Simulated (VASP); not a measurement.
A run of VASP 6.6.1 is set up as follows.

File POSCAR:

```
BiN
1.0
    0.0000000000      2.7761039627      2.7761039627
    2.7761039627      0.0000000000      2.7761039627
    2.7761039627      2.7761039627      0.0000000000
Bi N
1 1
Direct
    0.0000000000      0.0000000000      0.0000000000
    0.2500000000      0.2500000000      0.2500000000
```

The input INCAR.step1:

```
PREC = Accurate
ENCUT = 520
ISMEAR = 0
SIGMA = 0.05
LREAL = False
LASPH = True
NELM = 80
NBANDS = 17
GGA = PE
ALGO = Normal
EDIFF = 1E-4
LWAVE = True
LCHARG = False
```

Contents of INCAR.step2:

```
PREC = Accurate
ENCUT = 520
EDIFF = 1E-6
ISMEAR = 0
SIGMA = 0.05
LREAL = False
LASPH = True
NELM = 80
ALGO = Normal
ISIF = 2
LWAVE = False
LCHARG = False
METAGGA = R2SCAN
LMIXTAU = True
NBANDS = 17
ISTART = 1
```

Contents of KPOINTS:

```
regular mesh
0
Gamma
  10 10 10
```

Potentials or basis: VASP PAW PBE potentials, release 64 (Bi_d, N).

Command:

```bash
$ cat potpaw_PBE.64/Bi_d/POTCAR potpaw_PBE.64/N/POTCAR > POTCAR
$ cp INCAR.step1 INCAR
$ mpirun -np 1 vasp_std > vasp.out
$ cp INCAR.step2 INCAR
$ mpirun -np 1 vasp_std > vasp.out
```

(1) Estimate the band gap on the k mesh.

(2) What does it give for the pressure?

## Answers

(1) zero (band 10 reaches 6.45 eV, above the bottom of band 11 at 5.84 eV).

(2) -1.8 GPa.

Caveat: the PAW data sets were made with another functional, which shifts forces and pressure a little; spin-orbit coupling is left out, which moves the levels of the heavy elements.
